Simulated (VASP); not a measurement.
Here is a VASP 6.6.1 calculation.

Contents of INCAR:

```
  PREC = Accurate
  ENCUT = 520
  EDIFF = 1E-7
  ISMEAR = 0
  SIGMA = 0.15
  LREAL = F
  LASPH = T
  NELM = 60
  ALGO = Fast
  ISIF = 2
  LWAVE = F
  LCHARG = T
  GGA = PE
  LELF = T
  LVHAR = T
  NBANDS = 10
```

Contents of KPOINTS:

```
regular mesh
0
Gamma
  10 10 10
```

The input POSCAR:

```
Re
1.0
    0.0000000000      2.1298463839      1.7334819718
    2.1298463839      0.0000000000      1.7334819718
    2.1298463839      2.1298463839      0.0000000000
Re
1
Direct
    0.0000000000      0.0000000000      0.0000000000
```

Potentials or basis: VASP PAW PBE potentials, release 64 (Re).

Run with:

```bash
$ cat potpaw_PBE.64/Re/POTCAR > POTCAR
$ mpirun -np 1 vasp_std > vasp.out
```

(1) Estimate the pressure.

Answers

(1) -13.5 GPa.
